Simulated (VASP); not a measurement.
# MgB2 in VASP: a series of runs

The runs below take MgB2 through single point, with r2SCAN, r2SCANh, PBEsol, PBEsol-based screened hybrid.

Program: VASP 6.6.1. These are calculated values, not measurements. Logs are shortened: lines on timing, memory, paths and dates and some standing lists are left out, and cuts for length are marked.

### 1 The cell of the first run

It takes space group P6/mmm (No. 191, hexagonal). Conventional cell: a = 3.073 Å, b = 3.073 Å, c = 3.499 Å, α = 90.00°, β = 90.00°, γ = 120.00°. Mg (site symmetry 6/mmm) has 12 B at 2.49 Å and 6 Mg at 3.07 Å within 3.3 Å. Within 2.4 Å of B (site symmetry -6m2) lie 3 B at 1.77 Å.

### 2 Single point, r2SCAN

Contents of POSCAR:

```
MgB2
1.0
    3.0730417738      0.0000000000      0.0000000000
   -1.5365208869      2.6613322430      0.0000000000
    0.0000000000      0.0000000000      3.4994167591
Mg B
1 2
Direct
    0.0000000000      0.0000000000      0.0000000000
    0.6666666667      0.3333333333      0.5000000000
    0.3333333333      0.6666666667      0.5000000000
```

Contents of INCAR.step1:

```
SYSTEM = MgB2
PREC = Accurate
ENCUT = 660
ISMEAR = -1
SIGMA = 0.05
LREAL = .False.
LASPH = .True.
NELM = 120
NBANDS = 15
GGA = PE
ALGO = Normal
EDIFF = 1E-5
LWAVE = .True.
LCHARG = .False.
GGA_COMPAT = .False.
```

Contents of INCAR.step2:

```
SYSTEM = MgB2
PREC = Accurate
ENCUT = 660
EDIFF = 1E-6
ISMEAR = -1
SIGMA = 0.05
LREAL = .False.
LASPH = .True.
NELM = 120
ALGO = Normal
ISIF = 2
LWAVE = .False.
LCHARG = .False.
METAGGA = R2SCAN
LMIXTAU = .True.
NBANDS = 15
ISTART = 1
GGA_COMPAT = .False.
```

Contents of KPOINTS:

```
regular mesh
0
Gamma
  10 10 8
  0 0 0
```

Potentials or basis: VASP PAW PBE potentials, release 64 (Mg_sv, B).

On the command line:

```bash
$ cat potpaw_PBE.64/Mg_sv/POTCAR potpaw_PBE.64/B/POTCAR > POTCAR
$ cp INCAR.step1 INCAR
$ mpirun -np 1 vasp_std > vasp.out
$ cp INCAR.step2 INCAR
$ mpirun -np 1 vasp_std > vasp.out
```

OUTCAR:

```text
SYSTEM = MgB2
   PREC = Accurate
   ENCUT = 660
   EDIFF = 1E-6
   ISMEAR = -1
   LREAL = .False.
   LASPH = .True.
   NELM = 120
   ISIF = 2
   METAGGA = R2SCAN
   ISTART = 1

 ion  position               nearest neighbor table
   1  0.000  0.000  0.000-
   2  0.667  0.333  0.500-   3 1.77   3 1.77   3 1.77
   3  0.333  0.667  0.500-   2 1.77   2 1.77   2 1.77

  LATTYP: Found a hexagonal cell.
 ALAT       =     3.0730417738
 C/A-ratio  =     1.1387468888

  Lattice vectors:

 A1 = (   3.0730417738,   0.0000000000,   0.0000000000)
 A2 = (  -1.5365208869,   2.6613322430,   0.0000000000)
 A3 = (   0.0000000000,   0.0000000000,   3.4994167591)

Analysis of symmetry for initial positions (statically):
=====================================================================
 Subroutine PRICEL returns:
 Original cell was already a primitive cell.

 Routine SETGRP: Setting up the symmetry group for a
 hexagonal supercell.

 Subroutine GETGRP returns: Found 24 space group operations
 (whereof 24 operations were pure point group operations)
 out of a pool of 24 trial point group operations.

The static configuration has the point symmetry D_6h.

Analysis of symmetry for dynamics (positions and initial velocities):
=====================================================================
 Subroutine PRICEL returns:
 Original cell was already a primitive cell.

 Routine SETGRP: Setting up the symmetry group for a
 hexagonal supercell.

 Subroutine GETGRP returns: Found 24 space group operations
 (whereof 24 operations were pure point group operations)
 out of a pool of 24 trial point group operations.

The dynamic configuration has the point symmetry D_6h.

 Subroutine INISYM returns: Found 24 space group operations
 (whereof 24 operations are pure point group operations),
 and found     1 'primitive' translations

----------------------------------------------------------------------------------------

                                     Primitive cell

  volume of cell :      28.6196

  direct lattice vectors                    reciprocal lattice vectors
     3.073041774  0.000000000  0.000000000     0.325410480  0.187875828  0.000000000
    -1.536520887  2.661332243  0.000000000     0.000000000  0.375751657  0.000000000
     0.000000000  0.000000000  3.499416759     0.000000000  0.000000000  0.285761905

  length of vectors
     3.073041774  3.073041774  3.499416759     0.375751657  0.375751657  0.285761905

  position of ions in fractional coordinates (direct lattice)
     0.000000000  0.000000000  0.000000000
     0.666666667  0.333333333  0.500000000
     0.333333333  0.666666667  0.500000000

  ion indices of the primitive-cell ions
   primitive index   ion index
                 1           1
                 2           2
                 3           3

----------------------------------------------------------------------------------------

 KPOINTS: regular mesh

Automatic generation of k-mesh.
 Grid dimensions read from file:
 generate k-points for:   10   10    8

 Generating k-lattice:

  Cartesian coordinates                     Fractional coordinates (reciprocal lattice)
     0.032541048  0.018787583  0.000000000     0.100000000  0.000000000  0.000000000
     0.000000000  0.037575166  0.000000000     0.000000000  0.100000000  0.000000000
     0.000000000  0.000000000  0.035720238     0.000000000  0.000000000  0.125000000

  Length of vectors
     0.037575166  0.037575166  0.035720238

  Shift w.r.t. Gamma in fractional coordinates (k-lattice)
     0.000000000  0.000000000  0.000000000

 Subroutine IBZKPT returns following result:
 ===========================================

 Found     70 irreducible k-points:

 Following reciprocal coordinates:
            Coordinates               Weight
  0.000000  0.000000  0.000000      1.000000
  0.100000  0.000000  0.000000      6.000000
  0.200000  0.000000  0.000000      6.000000
  0.300000 -0.000000  0.000000      6.000000
  0.400000 -0.000000  0.000000      6.000000
  0.500000  0.000000  0.000000      3.000000
[... 16 lines left out ...]
  0.300000  0.100000  0.125000     24.000000
  0.400000  0.100000  0.125000     24.000000
 [... further k-points ...]
   k-points           NKPTS =     70   k-points in BZ     NKDIM =     70   number of bands    NBANDS=     15
   number of dos      NEDOS =    301   number of ions     NIONS =      3
   total plane-waves  NPLWV =  23520
   dimension x,y,z NGX =    28 NGY =   28 NGZ =   30
   dimension x,y,z NGXF=    56 NGYF=   56 NGZF=   60
   ions per type =               1   2
   NGX,Y,Z   is equivalent  to a cutoff of  15.15, 15.15, 14.25 a.u.
   NGXF,Y,Z  is equivalent  to a cutoff of  30.29, 30.29, 28.50 a.u.
 SYSTEM =  MgB2
   PREC   = accura    normal or accurate (medium, high low for compatibility)
   ISTART =      1    job   : 0-new  1-cont  2-samecut
   ICHARG =      0    charge: 1-file 2-atom 10-const
   ISPIN  =      1    spin polarized calculation?
   LNONCOLLINEAR =      F non collinear calculations
   LSORBIT =      F    spin-orbit coupling
   LASPH  =      T    aspherical Exc in radial PAW
   ENCUT  =  660.0 eV  48.51 Ry    6.96 a.u.   6.44  6.44  7.33*2*pi/ulx,y,z
   NELM   =    120;   NELMIN=  2; NELMDL=  0     # of ELM steps
   EDIFF  = 0.1E-05   stopping-criterion for ELM
   LREAL  =      F    real-space projection
   EDIFFG = 0.1E-04   stopping-criterion for IOM
   NSW    =      0    number of steps for IOM
   IBRION =     -1    ionic relax: 0-MD 1-quasi-New 2-CG
   NFREE  =      0    steps in history (QN), initial steepest desc. (CG)
   ISIF   =      2    stress and relaxation
   ISYM   =      2    0-nonsym 1-usesym 2-fastsym
   POTIM  = 0.5000    time-step for ionic-motion
   TEBEG  =    0.0;   TEEND  =   0.0 temperature during run
   PSTRESS=    0.0 pullay stress
   NELECT =      16.0000    total number of electrons
   NUPDOWN=      -1.0000    fix difference up-down
   EMIN   =  10.00;   EMAX   =-10.00  energy-range for DOS
   EFERMI =   0.00;   METHOD = LEGACY
   ISMEAR =    -1;   SIGMA  =   0.05  broadening in eV -4-tet -1-fermi 0-gaus
   EFERMI_NEDOS =   21; number of points for ismear=-14 and -15
   IALGO  =     38    algorithm
   IMIX   =      4    mixing-type and parameters
     AMIX     =   0.40;   BMIX     =  1.00
     AMIX_MAG =   1.60;   BMIX_MAG =  1.00
  volume/ion in A,a.u.               =       9.54        64.38
  Fermi-wavevector in a.u.,A,eV,Ry     =   1.348633  2.548547 24.746422  1.818811
  Thomas-Fermi vector in A             =   2.476286
   LORBIT       =      0    0 simple, 1 ext, 2 COOP (PROOUT), +10 PAW based schemes
   METAGGA = R2SCAN    functional components
   LHFCALC =     F    Hartree Fock is set to
   AEXX    =    0.0000 exact exchange contribution
   IVDW    =     0    specifies the selected vdW correction
   LEPSILON=     F    determine dielectric tensor
   LRPA    =     F    only Hartree local field effects (RPA)
 non-spin polarized calculation
  energy-cutoff  :      660.00
  volume of cell :       28.62
 maximum number of plane-waves:      1119
 NGX is ok and might be reduce to    28
   NGX = 13   NGY = 13   NGZ = 15

 number of electron      16.0000002 magnetization

 Free energy of the ion-electron system (eV)
  ---------------------------------------------------
  ext. energy  EPLUGINS =         0.00000000
  ---------------------------------------------------
  free energy    TOTEN  =       -19.43613499 eV

  energy without entropy =      -19.43040084  energy(sigma->0) =      -19.43326791

 E-fermi :   5.2538     XC(G=0): -11.8787

 val. band max:        5.2184431604   @ k =   0.1000   0.0000   0.1250
 cond. band min:       5.2656691554   @ k =   0.3000   0.2000   0.0000
 fundamental gap:      0.0472259950
 Fermi energy:         5.2537766793

 k-point     1 :       0.0000    0.0000    0.0000
  band No.  band energies     occupation
      1     -73.0202      2.00000
      2     -38.1351      2.00000
      3     -38.1350      2.00000
      4     -38.1180      2.00000
      5      -8.0860      2.00000
      6       2.0904      2.00000
      7       5.5925      0.00228
      8       5.5925      0.00228
      9       7.2814      0.00000
     10      11.8703      0.00000
     11      11.8703      0.00000
     12      13.7899      0.00000
     13      16.1179      0.00000
     14      19.2114      0.00000
     15      22.6338      0.00000

 k-point     2 :       0.1000    0.0000    0.0000
  band No.  band energies     occupation
      1     -73.0199      2.00000
      2     -38.1387      2.00000
      3     -38.1359      2.00000
      4     -38.1174      2.00000
      5      -7.9011      2.00000
      6       2.2701      2.00000
      7       4.6618      1.99999
      8       5.1656      1.70747
      9       7.4377      0.00000
     10      11.7887      0.00000
     11      12.6765      0.00000
     12      14.2401      0.00000
     13      15.4139      0.00000
     14      20.0601      0.00000
     15      21.8355      0.00000

 k-point     3 :       0.2000    0.0000    0.0000
  band No.  band energies     occupation
      1     -73.0191      2.00000
      2     -38.1489      2.00000
      3     -38.1383      2.00000
      4     -38.1157      2.00000
      5      -7.3499      2.00000
      6       2.6614      2.00000
      7       2.8031      2.00000
      8       4.3187      2.00000
      9       7.9129      0.00000
     10      11.2956      0.00000
     11      13.6603      0.00000
     12      14.6386      0.00000
     13      15.1493      0.00000
     14      20.7093      0.00000
     15      21.0329      0.00000
[... 343 lines left out ...]
 k-point    23 :       0.3000    0.1000    0.1250
  band No.  band energies     occupation
      1     -73.0174      2.00000
      2     -38.1668      2.00000
      3     -38.1447      2.00000
      4     -38.1138      2.00000
      5      -5.6077      2.00000
      6      -0.4442      2.00000
      7       2.5331      2.00000
      8       3.4114      2.00000
      9       9.2218      0.00000
     10      10.5490      0.00000
     11      11.8776      0.00000
     12      15.2330      0.00000
     13      16.6479      0.00000
     14      18.1208      0.00000
     15      20.6967      0.00000

 k-point    24 :       0.4000    0.1000    0.1250
  band No.  band energies     occupation
      1     -73.0168      2.00000
      2     -38.1733      2.00000
      3     -38.1468      2.00000
      4     -38.1127      2.00000
      5      -4.2647      2.00000
      6      -2.3391      2.00000
      7       2.1777      2.00000
      8       4.5061      2.00000
      9       7.6372      0.00000
     10      10.8042      0.00000
     11      12.2099      0.00000
     12      14.4612      0.00000
     13      16.2341      0.00000
     14      19.8554      0.00000
     15      20.6580      0.00000

 [... further k-points ...]
[... 5 lines left out ...]
  --------------------------------------------------------------------------------------
  -------------------------------------------------------------------------------------
  Total       -0.0253583     -0.0253583      0.0169750      0.0000000      0.0000000      0.0000000
  in kB       -1.4196058     -1.4196058      0.9502898      0.0000000      0.0000000      0.0000000
  external PRESSURE =      -0.6296406 kB  Pullay stress =       0.0000000 kB

 VOLUME and BASIS-vectors are now :
 -----------------------------------------------------------------------------
  energy-cutoff  :      660.00
  volume of cell :       28.62
      direct lattice vectors                 reciprocal lattice vectors
     3.073041774  0.000000000  0.000000000     0.325410480  0.187875828  0.000000000
    -1.536520887  2.661332243  0.000000000     0.000000000  0.375751657  0.000000000
     0.000000000  0.000000000  3.499416759     0.000000000  0.000000000  0.285761905

 POSITION                                       TOTAL-FORCE (eV/Angst)
 -----------------------------------------------------------------------------------
      0.00000      0.00000      0.00000         0.000000      0.000000      0.000000
      1.53652      0.88711      1.74971        -0.000000      0.000000     -0.000000
     -0.00000      1.77422      1.74971         0.000000     -0.000000      0.000000
 -----------------------------------------------------------------------------------
    total drift:                               -0.000000      0.000000      0.000000

  FREE ENERGIE OF THE ION-ELECTRON SYSTEM (eV)
  ---------------------------------------------------
  free  energy   TOTEN  =       -19.4361349891 eV

  energy  without entropy=      -19.4304008366  energy(sigma->0) =      -19.43326791
```

It took 68 s on 1 thread of Intel Xeon 6975P-C (Granite Rapids), shared host; peak memory 0.18 GiB.

What came out:

```
Free energy            : -19.4361 eV
Pressure               : -0.1 GPa
Band gap on the k mesh : zero (band 8 reaches 6.41 eV, above the bottom of band 9 at 3.82 eV)
```

Stress tensor (GPa, compression positive):
```
-0.14  0.00  0.00
 0.00 -0.14  0.00
 0.00  0.00  0.10
```

Levels at points of the mesh, in eV from the Fermi level:
```tsv
k point	band 5	band 6	band 7	band 8	band 9	band 10	band 11	band 12
(0.00, 0.00, 0.00)	-13.34	-3.16	0.34	0.34	2.03	6.62	6.62	8.54
(0.50, 0.00, 0.00)	-9.27	-8.38	-2.39	0.17	3.30	4.09	5.85	8.06
(0.00, 0.00, 0.50)	-12.02	-7.83	0.75	0.75	6.93	6.93	8.58	10.50
(0.50, 0.00, 0.50)	-8.25	-7.45	-3.82	-2.08	-1.27	6.06	9.57	9.82
```

Caveat: the PAW data sets were made with another functional, which shifts forces and pressure a little.

### 3 Single point, r2SCANh

This run uses another cell than the first one, of 9.68 Å³/atom, 1.015 times its volume.

Contents of POSCAR:

```
MgB2
1.0
    3.0850000000      0.0000000000      0.0000000000
   -1.5425000000      2.6716883707      0.0000000000
    0.0000000000      0.0000000000      3.5230000000
Mg B
1 2
Direct
    0.0000000000      0.0000000000      0.0000000000
    0.6666666667      0.3333333333      0.5000000000
    0.3333333333      0.6666666667      0.5000000000
```

Contents of INCAR.step1:

```
SYSTEM = MgB2
PREC = Accurate
ENCUT = 580
EDIFF = 1E-5
ISMEAR = -1
SIGMA = 0.05
LREAL = .False.
LASPH = .True.
NELM = 120
ALGO = Normal
ISIF = 2
LWAVE = .True.
LCHARG = .False.
GGA = PE
NBANDS = 11
GGA_COMPAT = .False.
```

Edit INCAR.step2 of step 2 so:

```diff
@@ -2,3 +2,3 @@
 PREC = Accurate
-ENCUT = 660
+ENCUT = 580
 EDIFF = 1E-6
@@ -14,5 +14,8 @@
 METAGGA = R2SCAN
+LHFCALC = .True.
+AEXX = 0.1
 LMIXTAU = .True.
-NBANDS = 15
+PRECFOCK = Normal
 ISTART = 1
+NBANDS = 11
 GGA_COMPAT = .False.
```

Contents of KPOINTS:

```
Automatic mesh
0
Gamma
  5 5 4
  0 0 0
```

Potentials or basis: VASP PAW PBE potentials, release 64 (Mg, B).

On the command line:

```bash
$ cat potpaw_PBE.64/Mg/POTCAR potpaw_PBE.64/B/POTCAR > POTCAR
$ cp INCAR.step1 INCAR
$ mpirun -np 1 vasp_std > vasp.out
$ cp INCAR.step2 INCAR
$ mpirun -np 1 vasp_std > vasp.out
```

Wall time 7.8 min (1 thread of Intel Xeon 8259CL, shared host); peak memory 0.16 GiB.

Results (log left out):

- Free energy: -19.8262 eV
- Pressure: -3.3 GPa
- Band gap on the k mesh: zero (band 4 reaches 6.24 eV, above the bottom of band 5 at 3.77 eV)

Stress tensor (GPa, compression positive):
```
-2.96  0.00  0.00
 0.00 -2.96  0.00
 0.00  0.00 -3.93
```

Levels at points of the mesh, in eV from the Fermi level:
| k point | band 2 | band 3 | band 4 | band 5 | band 6 | band 7 |
| --- | --- | --- | --- | --- | --- | --- |
| (0.00, 0.00, 0.00) | -3.78 | -0.13 | -0.13 | 1.90 | 6.67 | 6.67 |
| (0.00, 0.00, 0.50) | -8.60 | 0.54 | 0.54 | 7.00 | 7.00 | 8.77 |

Caveat: the k points lie up to 0.47 Å⁻¹ apart; the PAW data sets were made with another functional, which shifts forces and pressure a little.

[end of part 1 of 3]
